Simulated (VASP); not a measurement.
Here is a VASP 6.6.1 calculation.

The input INCAR:

```
PREC     = Accurate       # precision mode
ENCUT    = 520            # plane-wave cutoff, eV
EDIFF    = 1E-8           # SCF threshold, eV
ISMEAR   = -1             # smearing method
SIGMA    = 0.05           # smearing width, eV
LREAL    = False          # projectors in reciprocal space
LASPH    = True           # aspherical terms in the spheres
NELM     = 80             # most SCF steps
ALGO     = Normal         # electronic algorithm
ISIF     = 2              # what is computed and relaxed
LWAVE    = False          # write WAVECAR
LCHARG   = False          # write CHGCAR
GGA      = PE             # functional
IBRION   = 8              # ionic algorithm
NSW      = 1              # ionic steps
```

KPOINTS

```
regular mesh
0
Gamma
  7 7 7
```

The input POSCAR:

```
PbO2
1.0
    0.0000000000      2.7019920000      2.7019920000
    2.7019920000      0.0000000000      2.7019920000
    2.7019920000      2.7019920000      0.0000000000
Pb O
1 2
Direct
    0.0000000000      0.0000000000      0.0000000000
    0.7500000000      0.7500000000      0.7500000000
    0.2500000000      0.2500000000      0.2500000000
```

Potentials or basis: VASP PAW PBE potentials, release 64 (Pb_d, O).

Run with:

```sh
$ cat potpaw_PBE.64/Pb_d/POTCAR potpaw_PBE.64/O/POTCAR > POTCAR
$ mpirun -np 1 vasp_std > vasp.out
```

(1) Estimate the highest phonon frequency at Γ, LO-TO splitting left out.

Answers

(1) 415 cm⁻¹.
